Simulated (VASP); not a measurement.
# Nb (Im-3m) in VASP: notebook

The runs below take Nb through single point, with LDA.

All numbers are computed with VASP 6.6.1; they aren't measurements. Logs are shortened: lines on timing, memory, paths and dates and some standing lists are left out, and cuts for length are marked.

### 1 The cell of the first run

Symmetry: Im-3m, No. 229, cubic system. Conventional cell: a = 3.246 Å, b = 3.246 Å, c = 3.246 Å, α = 90.00°, β = 90.00°, γ = 90.00°. Nb (site symmetry m-3m) has 14 Nb at 2.81 to 3.25 Å within 3.7 Å.

### 2 Single point, LDA

The input, INCAR:

```
PREC = Accurate
ENCUT = 520
EDIFF = 1E-6
ISMEAR = -1
SIGMA = 1.0
LREAL = False
LASPH = True
NELM = 60
ALGO = Normal
ISIF = 2
LWAVE = False
LCHARG = False
NBANDS = 12
```

The input, KPOINTS:

```
Automatic mesh
0
Gamma
  14 14 14
```

The input, POSCAR:

```
Nb
1.0
   -1.6231103068      1.6231103068      1.6231103068
    1.6231103068     -1.6231103068      1.6231103068
    1.6231103068      1.6231103068     -1.6231103068
Nb
1
Direct
    0.0000000000      0.0000000000      0.0000000000
```

Potentials or basis: VASP PAW LDA potentials, release 64 (Nb_sv).

Command:

```sh
$ cat potpaw_LDA.64/Nb_sv/POTCAR > POTCAR
$ mpirun -np 1 vasp_std > vasp.out
```

OUTCAR:

```text
PREC = Accurate
   ENCUT = 520
   EDIFF = 1E-6
   ISMEAR = -1
   LREAL = False
   LASPH = True
   NELM = 60
   ISIF = 2

 ion  position               nearest neighbor table
   1  0.000  0.000  0.000-

  LATTYP: Found a body centered cubic cell.
 ALAT       =     3.2462206136

  Lattice vectors:

 A1 = (  -1.6231103068,   1.6231103068,   1.6231103068)
 A2 = (   1.6231103068,  -1.6231103068,   1.6231103068)
 A3 = (   1.6231103068,   1.6231103068,  -1.6231103068)

Analysis of symmetry for initial positions (statically):
=====================================================================
 Subroutine PRICEL returns:
 Original cell was already a primitive cell.

 Routine SETGRP: Setting up the symmetry group for a
 body centered cubic supercell.

 Subroutine GETGRP returns: Found 48 space group operations
 (whereof 48 operations were pure point group operations)
 out of a pool of 48 trial point group operations.

The static configuration has the point symmetry O_h .

Analysis of symmetry for dynamics (positions and initial velocities):
=====================================================================
 Subroutine PRICEL returns:
 Original cell was already a primitive cell.

 Routine SETGRP: Setting up the symmetry group for a
 body centered cubic supercell.

 Subroutine GETGRP returns: Found 48 space group operations
 (whereof 48 operations were pure point group operations)
 out of a pool of 48 trial point group operations.

The dynamic configuration has the point symmetry O_h .

 Subroutine INISYM returns: Found 48 space group operations
 (whereof 48 operations are pure point group operations),
 and found     1 'primitive' translations

----------------------------------------------------------------------------------------

                                     Primitive cell

  volume of cell :      17.1043

  direct lattice vectors                    reciprocal lattice vectors
    -1.623110307  1.623110307  1.623110307     0.000000000  0.308050536  0.308050536
     1.623110307 -1.623110307  1.623110307     0.308050536  0.000000000  0.308050536
     1.623110307  1.623110307 -1.623110307     0.308050536  0.308050536  0.000000000

  length of vectors
     2.811309518  2.811309518  2.811309518     0.435649246  0.435649246  0.435649246

  position of ions in fractional coordinates (direct lattice)
     0.000000000  0.000000000  0.000000000

  ion indices of the primitive-cell ions
   primitive index   ion index
                 1           1

----------------------------------------------------------------------------------------

 KPOINTS: Automatic mesh

Automatic generation of k-mesh.
 Grid dimensions read from file:
 generate k-points for:   14   14   14

 Generating k-lattice:

  Cartesian coordinates                     Fractional coordinates (reciprocal lattice)
     0.000000000  0.022003610  0.022003610     0.071428571  0.000000000  0.000000000
     0.022003610  0.000000000  0.022003610     0.000000000  0.071428571  0.000000000
     0.022003610  0.022003610  0.000000000     0.000000000  0.000000000  0.071428571

  Length of vectors
     0.031117803  0.031117803  0.031117803

  Shift w.r.t. Gamma in fractional coordinates (k-lattice)
     0.000000000  0.000000000  0.000000000

 Subroutine IBZKPT returns following result:
 ===========================================

 Found    104 irreducible k-points:

 Following reciprocal coordinates:
            Coordinates               Weight
  0.000000  0.000000  0.000000      1.000000
  0.071429  0.000000  0.000000     12.000000
  0.142857  0.000000  0.000000     12.000000
  0.214286  0.000000  0.000000     12.000000
  0.285714  0.000000  0.000000     12.000000
  0.357143  0.000000  0.000000     12.000000
[... 16 lines left out ...]
  0.285714  0.285714  0.000000     24.000000
  0.357143  0.285714  0.000000     24.000000
 [... further k-points ...]
   k-points           NKPTS =    104   k-points in BZ     NKDIM =    104   number of bands    NBANDS=     12
   number of dos      NEDOS =    301   number of ions     NIONS =      1
   total plane-waves  NPLWV =  13824
   dimension x,y,z NGX =    24 NGY =   24 NGZ =   24
   dimension x,y,z NGXF=    48 NGYF=   48 NGZF=   48
   ions per type =               1
   NGX,Y,Z   is equivalent  to a cutoff of  14.19, 14.19, 14.19 a.u.
   NGXF,Y,Z  is equivalent  to a cutoff of  28.38, 28.38, 28.38 a.u.
 SYSTEM =  unknown system
   PREC   = accura    normal or accurate (medium, high low for compatibility)
   ISTART =      0    job   : 0-new  1-cont  2-samecut
   ICHARG =      2    charge: 1-file 2-atom 10-const
   ISPIN  =      1    spin polarized calculation?
   LNONCOLLINEAR =      F non collinear calculations
   LSORBIT =      F    spin-orbit coupling
   LASPH  =      T    aspherical Exc in radial PAW
   ENCUT  =  520.0 eV  38.22 Ry    6.18 a.u.   5.23  5.23  5.23*2*pi/ulx,y,z
   NELM   =     60;   NELMIN=  2; NELMDL= -5     # of ELM steps
   EDIFF  = 0.1E-05   stopping-criterion for ELM
   LREAL  =      F    real-space projection
   EDIFFG = 0.1E-04   stopping-criterion for IOM
   NSW    =      0    number of steps for IOM
   IBRION =     -1    ionic relax: 0-MD 1-quasi-New 2-CG
   NFREE  =      0    steps in history (QN), initial steepest desc. (CG)
   ISIF   =      2    stress and relaxation
   ISYM   =      2    0-nonsym 1-usesym 2-fastsym
   POTIM  = 0.5000    time-step for ionic-motion
   TEBEG  =    0.0;   TEEND  =   0.0 temperature during run
   PSTRESS=    0.0 pullay stress
   NELECT =      13.0000    total number of electrons
   NUPDOWN=      -1.0000    fix difference up-down
   EMIN   =  10.00;   EMAX   =-10.00  energy-range for DOS
   EFERMI =   0.00;   METHOD = LEGACY
   ISMEAR =    -1;   SIGMA  =   1.00  broadening in eV -4-tet -1-fermi 0-gaus
   EFERMI_NEDOS =   21; number of points for ismear=-14 and -15
   IALGO  =     38    algorithm
   IMIX   =      4    mixing-type and parameters
     AMIX     =   0.40;   BMIX     =  1.00
     AMIX_MAG =   1.60;   BMIX_MAG =  1.00
  volume/ion in A,a.u.               =      17.10       115.43
  Fermi-wavevector in a.u.,A,eV,Ry     =   1.494014  2.823277 30.369251  2.232077
  Thomas-Fermi vector in A             =   2.606341
   LORBIT       =      0    0 simple, 1 ext, 2 COOP (PROOUT), +10 PAW based schemes
   GGA     = CA    functional components
   LHFCALC =     F    Hartree Fock is set to
   AEXX    =    0.0000 exact exchange contribution
   IVDW    =     0    specifies the selected vdW correction
   LEPSILON=     F    determine dielectric tensor
   LRPA    =     F    only Hartree local field effects (RPA)
 non-spin polarized calculation
  energy-cutoff  :      520.00
  volume of cell :       17.10
 maximum number of plane-waves:       474
 NGX is ok and might be reduce to    24
   NGX = 11   NGY = 11   NGZ = 11

 number of electron      13.0000001 magnetization

 Free energy of the ion-electron system (eV)
  ---------------------------------------------------
  ext. energy  EPLUGINS =         0.00000000
  ---------------------------------------------------
  free energy    TOTEN  =       -12.94073558 eV

  energy without entropy =       -9.67084855  energy(sigma->0) =      -11.30579207

 E-fermi :  12.1767     XC(G=0): -12.9683

 val. band max:       12.1737615470   @ k =  -0.3571   0.3571   0.0714
 cond. band min:      12.1907013569   @ k =  -0.3571   0.3571   0.2143
 fundamental gap:      0.0169398099
 Fermi energy:        12.1767267504

 k-point     1 :       0.0000    0.0000    0.0000
  band No.  band energies     occupation
      1     -42.1062      2.00000
      2     -17.4475      2.00000
      3     -17.4475      2.00000
      4     -17.4475      2.00000
      5       5.7285      1.99684
      6      12.1292      1.02374
      7      12.1292      1.02374
      8      12.1292      1.02374
      9      15.2179      0.09120
     10      15.2179      0.09120
     11      26.0989      0.00000
     12      26.0989      0.00000

 k-point     2 :       0.0714    0.0000    0.0000
  band No.  band energies     occupation
      1     -42.0912      2.00000
      2     -17.5355      2.00000
      3     -17.4738      2.00000
      4     -17.4483      2.00000
      5       5.9535      1.99604
      6      11.9882      1.09401
      7      12.0941      1.04127
      8      12.3468      0.91517
      9      15.0003      0.11212
     10      15.2173      0.09125
     11      26.2895      0.00000
     12      26.4879      0.00000

 k-point     3 :       0.1429    0.0000    0.0000
  band No.  band energies     occupation
      1     -42.0488      2.00000
      2     -17.7777      2.00000
      3     -17.5469      2.00000
      4     -17.4508      2.00000
      5       6.5708      1.99267
      6      11.6191      1.27183
      7      11.9337      1.12092
      8      12.9857      0.61621
      9      14.6454      0.15616
     10      15.2345      0.08977
     11      26.6949      0.00000
     12      27.5951      0.00000
[... 286 lines left out ...]
 k-point    23 :       0.2857    0.2857    0.0000
  band No.  band energies     occupation
      1     -41.7665      2.00000
      2     -18.7631      2.00000
      3     -18.3304      2.00000
      4     -17.6434      2.00000
      5       9.3258      1.89073
      6      10.4031      1.70983
      7      11.4526      1.34703
      8      15.2333      0.08986
      9      16.0988      0.03883
     10      21.4129      0.00019
     11      23.1575      0.00003
     12      25.3606      0.00000

 k-point    24 :       0.3571    0.2857    0.0000
  band No.  band energies     occupation
      1     -41.7566      2.00000
      2     -18.7022      2.00000
      3     -18.4519      2.00000
      4     -17.6517      2.00000
      5       9.3693      1.88616
      6      10.5764      1.66414
      7      11.2946      1.41452
      8      15.4882      0.07036
      9      16.0262      0.04169
     10      22.5582      0.00006
     11      22.5817      0.00006
     12      24.4303      0.00001

 [... further k-points ...]
[... 5 lines left out ...]
  --------------------------------------------------------------------------------------
  -------------------------------------------------------------------------------------
  Total        1.8816836      1.8816836      1.8816836      0.0000000     -0.0000000      0.0000000
  in kB      176.2597235    176.2597235    176.2597235      0.0000000     -0.0000000      0.0000000
  external PRESSURE =     176.2597235 kB  Pullay stress =       0.0000000 kB

 VOLUME and BASIS-vectors are now :
 -----------------------------------------------------------------------------
  energy-cutoff  :      520.00
  volume of cell :       17.10
      direct lattice vectors                 reciprocal lattice vectors
    -1.623110307  1.623110307  1.623110307     0.000000000  0.308050536  0.308050536
     1.623110307 -1.623110307  1.623110307     0.308050536  0.000000000  0.308050536
     1.623110307  1.623110307 -1.623110307     0.308050536  0.308050536  0.000000000

 POSITION                                       TOTAL-FORCE (eV/Angst)
 -----------------------------------------------------------------------------------
      0.00000      0.00000      0.00000         0.000000      0.000000      0.000000
 -----------------------------------------------------------------------------------
    total drift:                                0.000000      0.000000      0.000000

  FREE ENERGIE OF THE ION-ELECTRON SYSTEM (eV)
  ---------------------------------------------------
  free  energy   TOTEN  =       -12.9407355785 eV

  energy  without entropy=       -9.6708485516  energy(sigma->0) =      -11.30579207
```

Wall time 30 s (1 thread of AMD EPYC 7R13, shared host); peak memory 0.11 GiB.

Results:

```yaml
Free_energy: -12.9407 eV
Pressure: 17.6 GPa
```

Levels at points of the mesh, in eV from the Fermi level:
| k point | band 5 | band 6 | band 7 | band 8 | band 9 | band 10 |
| --- | --- | --- | --- | --- | --- | --- |
| (0.00, 0.00, 0.00) | -6.45 | -0.05 | -0.05 | -0.05 | 3.04 | 3.04 |
| (0.50, 0.00, 0.00) | -4.37 | -2.23 | 2.19 | 3.11 | 3.85 | 6.50 |
| (0.50, 0.50, 0.50) | -4.46 | -4.46 | 5.65 | 5.65 | 5.65 | 9.10 |

### 3 Single point, LDA

The input, INCAR:

```
SYSTEM = Nb
PREC = Accurate ; ENCUT = 520
EDIFF = 1E-6 ; ISMEAR = 0
SIGMA = 0.01 ; LREAL = .FALSE.
LASPH = .TRUE. ; NELM = 60
ALGO = Normal ; ISIF = 2
LWAVE = .FALSE. ; LCHARG = .FALSE.
GGA = CA ; NBANDS = 12
```

The input, KPOINTS:

```
regular mesh
0
G
  14 14 14
  0 0 0
```

POSCAR is that of step 2.

Potentials or basis: VASP PAW LDA potentials, release 64 (Nb_sv).

Command:

```sh
$ cat potpaw_LDA.64/Nb_sv/POTCAR > POTCAR
$ mpirun -np 1 vasp_std > vasp.out
```

It took 32 s on 1 thread of AMD EPYC 7R13, shared host; peak memory 0.11 GiB.

Results (log left out):

```
Free energy : -11.2509 eV
Pressure    : -0.1 GPa
```

Levels at points of the mesh, in eV from the Fermi level:
```tsv
k point	band 2	band 3	band 4	band 5	band 6	band 7	band 8	band 9	band 10	band 11
(0.00, 0.00, 0.00)	-29.36	-29.36	-29.36	-6.03	0.30	0.30	0.30	3.38	3.38	14.35
(0.50, 0.00, 0.00)	-30.97	-29.86	-29.38	-3.98	-1.87	2.59	3.44	4.17	6.80	11.79
(0.50, 0.50, 0.50)	-30.46	-30.46	-30.46	-4.07	-4.07	5.96	5.96	5.96	9.50	9.50
```
